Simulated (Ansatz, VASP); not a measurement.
## LiBe4: VASP beside Ansatz

INCAR

```
ALGO = Normal
EDIFF = 1E-7
EDIFFG = -0.08
ENCUT = 750
GGA = PE
GGA_COMPAT = F
IBRION = 2
ISIF = 3
ISMEAR = 0
LASPH = T
LCHARG = F
LREAL = F
LWAVE = F
NELM = 120
NELMIN = 4
NSW = 36
PREC = Accurate
SIGMA = 0.2
```

File KPOINTS:

```
k-points
0
Gamma
  5 5 5
```

POSCAR

```
LiBe4
1.0
    3.5279039700      0.0000000000      0.0000000000
    0.0000000000      3.5279039700      0.0000000000
    0.0000000000      0.0000000000      3.5279039700
Li Be
1 4
Direct
    0.0000000000      0.0000000000      0.0000000000
    0.2500000000      0.2500000000      0.2500000000
    0.7500000000      0.7500000000      0.2500000000
    0.2500000000      0.7500000000      0.7500000000
    0.7500000000      0.2500000000      0.7500000000
```

Input for Ansatz:

```yaml
crystal:
  lattice:
    - [3.52790397, 0.0, 0.0]
    - [0.0, 3.52790397, 0.0]
    - [0.0, 0.0, 3.52790397]
  atoms:
    - { symbol: Li, position: [0.0, 0.0, 0.0] }
    - { symbol: Be, position: [0.25, 0.25, 0.25] }
    - { symbol: Be, position: [0.75, 0.75, 0.25] }
    - { symbol: Be, position: [0.25, 0.75, 0.75] }
    - { symbol: Be, position: [0.75, 0.25, 0.75] }
basis:
  ecutwfc: 420
kpoints:
  mp_grid: { grid: [5, 5, 5] }
hamiltonian:
  xc: pbe
scf:
  occupations: { method: gaussian, width: 0.2 }
  lower_state_search: "off"
output:
  forces: true
  stress: true
  eigenvalues: true
relax:
  adjacent_minimum: "off"
  f_tol: 0.08
  max_steps: 16
  cell: { stress_tol: 0.8 }
```

Change from the starting cell: species swapped into the SnI4 type (P-43m, No. 215).

Alike in both runs: task relaxation of cell and atoms; functional PBE; k mesh 5 × 5 × 5; occupations gaussian, width 0.2 eV; no spin polarisation.

|  | VASP | Ansatz |
| --- | --- | --- |
| version | VASP 6.6.1 | Ansatz 0.2.0 |
| potentials or method | VASP PAW PBE potentials, release 64 (Li_sv, Be), cutoff 750 eV | scalar-relativistic, plane waves, PAW |
| valence electrons in the cell | 11 | 11 |

```tsv
	VASP	Ansatz	Ansatz less VASP
gap on the k mesh at the Fermi level, each at its own relaxed structure (eV)	none	none	-
relaxed volume (Å³/atom)	10.94	11.06	+0.126
relaxed length of the cell vector where the two differ most in proportion (Å)	3.796	3.810	+0.0145
```

A gap of «none» marks a metal or a gap that the smearing closes.

Noted on VASP's run: the volume moved by over 15 % at a fixed basis, so the end points are rough.
